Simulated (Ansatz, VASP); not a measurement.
# One calculation of Si, two programs

```
CELL_PARAMETERS angstrom
3.85902 0.00000 0.00000
-1.92951 3.34201 0.00000
0.00000 0.00000 12.67623
ATOMIC_POSITIONS crystal
Si 0.00000 0.00000 0.99966
Si 0.00000 0.00000 0.18784
Si 0.33333 0.66667 0.25050
Si 0.33333 0.66667 0.43700
Si 0.66667 0.33333 0.49966
Si 0.66667 0.33333 0.68784
Si 0.33333 0.66667 0.75050
Si 0.33333 0.66667 0.93700
```

Alike in both runs: functional PBE; k mesh 12 × 12 × 3; occupations gaussian, width 0.02 eV; no spin polarisation.

Ansatz relaxed the structure, and its values are those at the end. VASP's run is a single point on that final structure, the one shown.

```csv
,VASP,Ansatz
version,VASP 6.6.1,Ansatz 0.2.0
potentials or method,"VASP PAW PBE potentials, release 64 (Si), cutoff 520 eV","scalar-relativistic, plane waves, PAW"
valence electrons in the cell,32,32
```

Ansatz gave:

| Property | Result |
| --- | --- |
| gap on the k mesh at the Fermi level (eV) | 0.60 |
| least direct gap on the mesh (eV) | 1.22 |
| pressure (GPa) | 0.0 |

Question: What did VASP give for the same quantities?

Answer: gap on the k mesh at the Fermi level (eV): 0.60; least direct gap on the mesh (eV): 1.23; pressure (GPa): -0.1.

The functional is the same, so the differences come from potentials, cutoffs and numerics.
